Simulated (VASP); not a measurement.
# As2Se (R-3m) in VASP: a series of runs

The runs below take As2Se through single point, relaxation of cell and atoms, with PBE.

All numbers are computed with VASP 6.6.1; they aren't measurements. Logs are shortened: lines on timing, memory, paths and dates and some standing lists are left out, and cuts for length are marked.

### Step 1. The cell of the first run

It takes space group R-3m (No. 166, trigonal). Conventional cell: a = 3.735 Å, b = 3.735 Å, c = 16.101 Å, α = 90.00°, β = 90.00°, γ = 120.00°. Within 3.6 Å of As (site symmetry 3m) lie 3 As at 2.70 Å and 4 Se at 2.85 to 3.50 Å. Se (site symmetry -3m) has 8 As at 2.85 to 3.50 Å and 6 Se at 3.73 Å within 3.8 Å.

### Step 2. Single point, PBE

File INCAR:

```
PREC = Accurate
ENCUT = 520
EDIFF = 1E-7
ISMEAR = 0
SIGMA = 0.1
LREAL = False
LASPH = True
NELM = 80
ALGO = Normal
ISIF = 2
LWAVE = False
LCHARG = False
GGA = PE
NBANDS = 15
```

File KPOINTS:

```
regular mesh
0
Gamma
  6 6 6
```

File POSCAR:

```
As2Se
1.0
    1.8673867822      1.0781362614      5.3671078128
   -1.8673867822      1.0781362614      5.3671078128
    0.0000000000     -2.1562725227      5.3671078128
As Se
2 1
Direct
    0.2171755760      0.2171755760      0.2171755760
    0.7828244240      0.7828244240      0.7828244240
    0.0000000000      0.0000000000      0.0000000000
```

Potentials or basis: VASP PAW PBE potentials, release 64 (As, Se).

Launch:

```bash
cat potpaw_PBE.64/As/POTCAR potpaw_PBE.64/Se/POTCAR > POTCAR
mpirun -np 1 vasp_std > vasp.out
```

OUTCAR:

```text
PREC = Accurate
   ENCUT = 520
   EDIFF = 1E-7
   ISMEAR = 0
   LREAL = False
   LASPH = True
   NELM = 80
   ISIF = 2
   GGA = PE

 ion  position               nearest neighbor table
   1  0.217  0.217  0.217-   2 2.70   2 2.70   2 2.70   3 2.85   3 2.85   3 2.85
   2  0.783  0.783  0.783-   1 2.70   1 2.70   1 2.70   3 2.85   3 2.85   3 2.85
   3  0.000  0.000  0.000-   2 2.85   1 2.85   2 2.85   2 2.85   1 2.85   1 2.85

  LATTYP: Found a trigonal (rhomboedric) cell.
 ALAT       =     5.7840606382
 COS(alpha) =     0.7915351287

  Lattice vectors:

 A1 = (   1.8673867822,   1.0781362614,   5.3671078128)
 A2 = (  -1.8673867822,   1.0781362614,   5.3671078128)
 A3 = (   0.0000000000,  -2.1562725227,   5.3671078128)

Analysis of symmetry for initial positions (statically):
=====================================================================
 Subroutine PRICEL returns:
 Original cell was already a primitive cell.

 Routine SETGRP: Setting up the symmetry group for a
 trigonal (rhombohedral) supercell.

 Subroutine GETGRP returns: Found 12 space group operations
 (whereof 12 operations were pure point group operations)
 out of a pool of 12 trial point group operations.

The static configuration has the point symmetry D_3d.

Analysis of symmetry for dynamics (positions and initial velocities):
=====================================================================
 Subroutine PRICEL returns:
 Original cell was already a primitive cell.

 Routine SETGRP: Setting up the symmetry group for a
 trigonal (rhombohedral) supercell.

 Subroutine GETGRP returns: Found 12 space group operations
 (whereof 12 operations were pure point group operations)
 out of a pool of 12 trial point group operations.

The dynamic configuration has the point symmetry D_3d.

 Subroutine INISYM returns: Found 12 space group operations
 (whereof 12 operations are pure point group operations),
 and found     1 'primitive' translations

----------------------------------------------------------------------------------------

                                     Primitive cell

  volume of cell :      64.8335

  direct lattice vectors                    reciprocal lattice vectors
     1.867386782  1.078136261  5.367107813     0.267753850  0.154587757  0.062106696
    -1.867386782  1.078136261  5.367107813    -0.267753850  0.154587757  0.062106696
     0.000000000 -2.156272523  5.367107813     0.000000000 -0.309175515  0.062106696

  length of vectors
     5.784060638  5.784060638  5.784060638     0.315351773  0.315351773  0.315351773

  position of ions in fractional coordinates (direct lattice)
     0.217175576  0.217175576  0.217175576
     0.782824424  0.782824424  0.782824424
     0.000000000  0.000000000  0.000000000

  ion indices of the primitive-cell ions
   primitive index   ion index
                 1           1
                 2           2
                 3           3

----------------------------------------------------------------------------------------

 KPOINTS: regular mesh

Automatic generation of k-mesh.
 Grid dimensions read from file:
 generate k-points for:    6    6    6

 Generating k-lattice:

  Cartesian coordinates                     Fractional coordinates (reciprocal lattice)
     0.044625642  0.025764626  0.010351116     0.166666667 -0.000000000  0.000000000
    -0.044625642  0.025764626  0.010351116    -0.000000000  0.166666667  0.000000000
     0.000000000 -0.051529252  0.010351116    -0.000000000 -0.000000000  0.166666667

  Length of vectors
     0.052558629  0.052558629  0.052558629

  Shift w.r.t. Gamma in fractional coordinates (k-lattice)
     0.000000000  0.000000000  0.000000000

 Subroutine IBZKPT returns following result:
 ===========================================

 Found     32 irreducible k-points:

 Following reciprocal coordinates:
            Coordinates               Weight
  0.000000  0.000000  0.000000      1.000000
  0.166667  0.000000  0.000000      6.000000
  0.333333  0.000000  0.000000      6.000000
  0.500000  0.000000  0.000000      3.000000
  0.166667  0.166667  0.000000      6.000000
  0.333333  0.166667  0.000000     12.000000
[... 16 lines left out ...]
  0.500000  0.500000  0.166667      6.000000
 -0.333333  0.500000  0.166667     12.000000
 [... further k-points ...]
   k-points           NKPTS =     32   k-points in BZ     NKDIM =     32   number of bands    NBANDS=     15
   number of dos      NEDOS =    301   number of ions     NIONS =      3
   total plane-waves  NPLWV = 110592
   dimension x,y,z NGX =    48 NGY =   48 NGZ =   48
   dimension x,y,z NGXF=    96 NGYF=   96 NGZF=   96
   ions per type =               2   1
   NGX,Y,Z   is equivalent  to a cutoff of  13.80, 13.80, 13.80 a.u.
   NGXF,Y,Z  is equivalent  to a cutoff of  27.59, 27.59, 27.59 a.u.
 SYSTEM =  unknown system
   PREC   = accura    normal or accurate (medium, high low for compatibility)
   ISTART =      0    job   : 0-new  1-cont  2-samecut
   ICHARG =      2    charge: 1-file 2-atom 10-const
   ISPIN  =      1    spin polarized calculation?
   LNONCOLLINEAR =      F non collinear calculations
   LSORBIT =      F    spin-orbit coupling
   LASPH  =      T    aspherical Exc in radial PAW
   ENCUT  =  520.0 eV  38.22 Ry    6.18 a.u.  10.75 10.75 10.75*2*pi/ulx,y,z
   NELM   =     80;   NELMIN=  2; NELMDL= -5     # of ELM steps
   EDIFF  = 0.1E-06   stopping-criterion for ELM
   LREAL  =      F    real-space projection
   EDIFFG = 0.1E-05   stopping-criterion for IOM
   NSW    =      0    number of steps for IOM
   IBRION =     -1    ionic relax: 0-MD 1-quasi-New 2-CG
   NFREE  =      0    steps in history (QN), initial steepest desc. (CG)
   ISIF   =      2    stress and relaxation
   ISYM   =      2    0-nonsym 1-usesym 2-fastsym
   POTIM  = 0.5000    time-step for ionic-motion
   TEBEG  =    0.0;   TEEND  =   0.0 temperature during run
   PSTRESS=    0.0 pullay stress
   NELECT =      16.0000    total number of electrons
   NUPDOWN=      -1.0000    fix difference up-down
   EMIN   =  10.00;   EMAX   =-10.00  energy-range for DOS
   EFERMI =   0.00;   METHOD = LEGACY
   ISMEAR =     0;   SIGMA  =   0.10  broadening in eV -4-tet -1-fermi 0-gaus
   EFERMI_NEDOS =   21; number of points for ismear=-14 and -15
   IALGO  =     38    algorithm
   IMIX   =      4    mixing-type and parameters
     AMIX     =   0.40;   BMIX     =  1.00
     AMIX_MAG =   1.60;   BMIX_MAG =  1.00
  volume/ion in A,a.u.               =      21.61       145.84
  Fermi-wavevector in a.u.,A,eV,Ry     =   1.026869  1.940501 14.346795  1.054460
  Thomas-Fermi vector in A             =   2.160784
   LORBIT       =      0    0 simple, 1 ext, 2 COOP (PROOUT), +10 PAW based schemes
   GGA     = PE    functional components
   LHFCALC =     F    Hartree Fock is set to
   AEXX    =    0.0000 exact exchange contribution
   IVDW    =     0    specifies the selected vdW correction
   LEPSILON=     F    determine dielectric tensor
   LRPA    =     F    only Hartree local field effects (RPA)
 non-spin polarized calculation
 Gauss-broadening in eV      SIGMA  =   0.10
  energy-cutoff  :      520.00
  volume of cell :       64.83
 maximum number of plane-waves:      1756
 NGX is ok and might be reduce to    48
   NGX = 21   NGY = 21   NGZ = 21

 number of electron      16.0000000 magnetization

 Free energy of the ion-electron system (eV)
  ---------------------------------------------------
  ext. energy  EPLUGINS =         0.00000000
  ---------------------------------------------------
  free energy    TOTEN  =       -12.20732878 eV

  energy without entropy =      -12.19836025  energy(sigma->0) =      -12.20284452

 E-fermi :   4.9928     XC(G=0): -10.0692

 val. band max:        4.9738630950   @ k =   0.3333   0.3333   0.0000
 cond. band min:       5.0031349121   @ k =   0.5000   0.5000   0.3333
 fundamental gap:      0.0292718171
 Fermi energy:         4.9927725690

 k-point     1 :       0.0000    0.0000    0.0000
  band No.  band energies     occupation
      1     -10.0785      2.00000
      2      -6.3866      2.00000
      3      -4.4836      2.00000
      4       3.3735      2.00000
      5       3.8103      2.00000
      6       3.8103      2.00000
      7       4.1889      2.00000
      8       4.1889      2.00000
      9       4.2422      2.00000
     10       7.3901      0.00000
     11       7.3901      0.00000
     12       9.8432      0.00000
     13      12.5049      0.00000
     14      12.5049      0.00000
     15      12.6857      0.00000

 k-point     2 :       0.1667    0.0000    0.0000
  band No.  band energies     occupation
      1      -9.7691      2.00000
      2      -6.3180      2.00000
      3      -4.2619      2.00000
      4       0.9993      2.00000
      5       1.9856      2.00000
      6       3.2683      2.00000
      7       3.8584      2.00000
      8       5.0361      0.53999
      9       6.3974      0.00000
     10       6.9641      0.00000
     11       8.0618      0.00000
     12       8.8733      0.00000
     13      11.6990      0.00000
     14      12.8413      0.00000
     15      13.5412      0.00000

 k-point     3 :       0.3333    0.0000    0.0000
  band No.  band energies     occupation
      1      -8.9511      2.00000
      2      -6.0724      2.00000
      3      -4.4661      2.00000
      4      -0.5058      2.00000
      5       0.7150      2.00000
      6       2.6754      2.00000
      7       3.1029      2.00000
      8       3.9050      2.00000
      9       5.6889      0.00000
     10       6.6201      0.00000
     11       9.0823      0.00000
     12       9.1352      0.00000
     13      12.2526      0.00000
     14      13.1052      0.00000
     15      14.6284      0.00000

 k-point     4 :       0.5000    0.0000    0.0000
  band No.  band energies     occupation
      1      -8.3190      2.00000
      2      -5.7277      2.00000
      3      -5.3383      2.00000
      4      -0.8609      2.00000
      5       1.3578      2.00000
      6       2.1379      2.00000
      7       2.5290      2.00000
      8       2.6980      2.00000
      9       5.1090      0.10027
     10       6.4377      0.00000
     11       9.0857      0.00000
     12       9.5508      0.00000
     13      12.4871      0.00000
     14      14.1845      0.00000
     15      15.5520      0.00000
[... 307 lines left out ...]
 k-point    22 :      -0.1667    0.3333    0.1667
  band No.  band energies     occupation
      1      -8.3176      2.00000
      2      -6.0685      2.00000
      3      -4.7706      2.00000
      4      -0.6431      2.00000
      5       0.1092      2.00000
      6       0.8625      2.00000
      7       2.7613      2.00000
      8       4.9383      1.55890
      9       6.1433      0.00000
     10       6.7168      0.00000
     11       8.8161      0.00000
     12       9.1603      0.00000
     13      11.4037      0.00000
     14      13.2577      0.00000
     15      15.2346      0.00000

 k-point    23 :       0.5000    0.5000    0.1667
  band No.  band energies     occupation
      1      -8.4964      2.00000
      2      -7.1995      2.00000
      3      -4.0990      2.00000
      4       0.3206      2.00000
      5       1.5878      2.00000
      6       1.7216      2.00000
      7       2.7922      2.00000
      8       5.2509      0.00026
      9       5.3760      0.00000
     10       7.0987      0.00000
     11       7.1230      0.00000
     12       8.8618      0.00000
     13      10.7652      0.00000
     14      13.5749      0.00000
     15      14.2331      0.00000

 k-point    24 :      -0.3333    0.5000    0.1667
  band No.  band energies     occupation
      1      -8.0255      2.00000
      2      -6.5999      2.00000
      3      -4.9313      2.00000
      4      -0.3000      2.00000
      5       0.3767      2.00000
      6       2.0002      2.00000
      7       2.9462      2.00000
      8       3.6677      2.00000
      9       5.4128      0.00000
     10       6.5435      0.00000
     11       8.4977      0.00000
     12       9.8278      0.00000
     13      11.0850      0.00000
     14      13.5119      0.00000
     15      14.2626      0.00000

 [... further k-points ...]
[... 5 lines left out ...]
  --------------------------------------------------------------------------------------
  -------------------------------------------------------------------------------------
  Total        0.0281502      0.0281502      0.0457452     -0.0000000      0.0000000      0.0000000
  in kB        0.6956532      0.6956532      1.1304628     -0.0000000      0.0000000      0.0000000
  external PRESSURE =       0.8405897 kB  Pullay stress =       0.0000000 kB

 VOLUME and BASIS-vectors are now :
 -----------------------------------------------------------------------------
  energy-cutoff  :      520.00
  volume of cell :       64.83
      direct lattice vectors                 reciprocal lattice vectors
     1.867386782  1.078136261  5.367107813     0.267753850  0.154587757  0.062106696
    -1.867386782  1.078136261  5.367107813    -0.267753850  0.154587757  0.062106696
     0.000000000 -2.156272523  5.367107813     0.000000000 -0.309175515  0.062106696

 POSITION                                       TOTAL-FORCE (eV/Angst)
 -----------------------------------------------------------------------------------
      0.00000      0.00000      3.49681        -0.000000      0.000000      0.011132
      0.00000      0.00000     12.60451        -0.000000     -0.000000     -0.011132
      0.00000      0.00000      0.00000         0.000000      0.000000      0.000000
 -----------------------------------------------------------------------------------
    total drift:                               -0.000000      0.000000     -0.000000

  FREE ENERGIE OF THE ION-ELECTRON SYSTEM (eV)
  ---------------------------------------------------
  free  energy   TOTEN  =       -12.2073287786 eV

  energy  without entropy=      -12.1983602532  energy(sigma->0) =      -12.20284452
```

It used 75 s of CPU time on 1 thread of Intel Xeon 6975P-C, with other jobs on the host.

What came out:

```
Free energy            : -12.2073 eV
Pressure               : 0.1 GPa
Largest force          : 0.011 eV/Å
Band gap on the k mesh : zero (band 8 reaches 6.55 eV, above the bottom of band 9 at 4.24 eV)
```

Forces in eV/Å, atoms in the order of the input:
```
As   0.000  0.000  0.011
As   0.000  0.000 -0.011
Se   0.000  0.000  0.000
```

Levels at points of the mesh, in eV from the Fermi level:
| k point | band 5 | band 6 | band 7 | band 8 | band 9 | band 10 | band 11 | band 12 |
| --- | --- | --- | --- | --- | --- | --- | --- | --- |
| (0.00, 0.00, 0.00) | -1.18 | -1.18 | -0.80 | -0.80 | -0.75 | 2.40 | 2.40 | 4.85 |
| (0.50, 0.00, 0.00) | -3.63 | -2.85 | -2.46 | -2.29 | 0.12 | 1.44 | 4.09 | 4.56 |
| (0.50, 0.50, 0.00) | -3.58 | -3.51 | -2.52 | 0.30 | 1.08 | 1.73 | 1.99 | 4.03 |
| (0.50, 0.50, 0.50) | -1.91 | -1.91 | 0.79 | 0.79 | 1.58 | 1.58 | 1.65 | 2.28 |

[end of part 1 of 2]
